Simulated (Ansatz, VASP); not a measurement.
# One calculation of Bi, two programs

```
Bi
1.0
     3.54557    0.00000    0.00000
    -1.77278    3.07055    0.00000
     0.00000    0.00000    5.99612
Bi
2
Cartesian
  0.0000 2.0470 1.4990
  1.7728 1.0235 4.4971
```

Alike in both runs: functional PBE; k mesh 13 × 13 × 7; occupations fermi-dirac, width 0.05 eV; non-collinear spin, spin-orbit coupling.

Ansatz relaxed the structure, and its values are those at the end. VASP's run is a single point on that final structure, the one shown.

```csv
,VASP,Ansatz
version,VASP 6.6.1,Ansatz 0.2.0
potentials or method,"VASP PAW PBE potentials, release 64 (Bi_d)","PAW with Ansatz's default frozen-core files, fully relativistic files with spin-orbit coupling"
plane-wave cutoff (eV),520,420
valence electrons in the cell,30,30
```

|  | VASP | Ansatz | Ansatz less VASP |
| --- | --- | --- | --- |
| pressure (GPa) | -0.3 | 0.0 | +0.26 |
